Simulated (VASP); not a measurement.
**Ta: single point with PBE**

Ta:

```
Ta
1.0
     0.00000    3.05295    3.05295
     3.05295    0.00000    3.05295
     3.05295    3.05295    0.00000
Ta
2
Direct
  0.12500 0.12500 0.12500
  0.87500 0.87500 0.87500
```

This isn't the form of Ta at room conditions, which is bcc.

| Item | Value |
| --- | --- |
| Program | VASP 6.6.1 |
| Task | single point |
| Functional | PBE |
| Potentials or basis | VASP PAW PBE potentials, release 64 (Ta_pv) |
| Cutoff | 520 eV |
| k mesh | 9 × 9 × 9 |
| Occupations | fermi-dirac, width 0.1 eV |
| Spin | no spin polarisation |

```json
{
 "Pressure": "0.1 GPa",
 "Band gap on the k mesh": "zero (bands 11 and 12 overlap by 0.66 eV)"
}
```

Levels at points of the mesh, in eV from the Fermi level:
```csv
k point,band 9,band 10,band 11,band 12,band 13,band 14
"(0.00, 0.00, 0.00)",-0.96,-0.30,-0.30,-0.30,2.00,2.00
```

Wall time 23 s on 1 thread of Intel(R) Xeon(R) Platinum 8259CL CPU @ 2.50GHz (Skylake/Cascade Lake), with other jobs on the host, peak memory 0.18 GiB.

Caveat: spin-orbit coupling is left out, which moves the levels of the heavy elements.
